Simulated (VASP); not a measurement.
Input of a VASP 6.6.1 run:

Contents of POSCAR:

```
SrO
1.0
    0.0000000000      2.7825075351      2.7922805169
    2.7825075351      0.0000000000      2.7922805169
    2.7825075351      2.7825075351      0.0000000000
Sr O
1 1
Direct
    0.0000000000      0.0000000000      0.0000000000
    0.2500000000      0.2500000000      0.2500000000
```

The input INCAR.step1:

```
PREC = Accurate
ENCUT = 520
ISMEAR = 0
SIGMA = 0.01
LREAL = False
LASPH = True
NELM = 60
NBANDS = 15
GGA = PE
ALGO = Normal
EDIFF = 1E-4
LWAVE = True
LCHARG = False
```

INCAR.step2

```
PREC = Accurate
ENCUT = 520
EDIFF = 1E-7
ISMEAR = 0
SIGMA = 0.01
LREAL = False
LASPH = True
NELM = 60
ALGO = Normal
ISIF = 2
LWAVE = False
LCHARG = True
METAGGA = R2SCAN
LMIXTAU = True
LELF = True
LVHAR = True
NBANDS = 15
ISTART = 1
```

KPOINTS

```
regular mesh
0
Gamma
  8 8 8
```

Potentials or basis: VASP PAW PBE potentials, release 64 (Sr_sv, O).

Run with:

```bash
$ cat potpaw_PBE.64/Sr_sv/POTCAR potpaw_PBE.64/O/POTCAR > POTCAR
$ cp INCAR.step1 INCAR
$ mpirun -np 1 vasp_std > vasp.out
$ cp INCAR.step2 INCAR
$ mpirun -np 1 vasp_std > vasp.out
```

Predict the band gap on the k mesh.

2.92 eV, indirect (least direct gap 3.78 eV).

What does it give for the pressure?

0.9 GPa.

Caveat: the cell differs from its parent crystal (biaxial xy strain -0.3%); the PAW data sets were made with another functional, which shifts forces and pressure a little. A k mesh can miss the band edges.
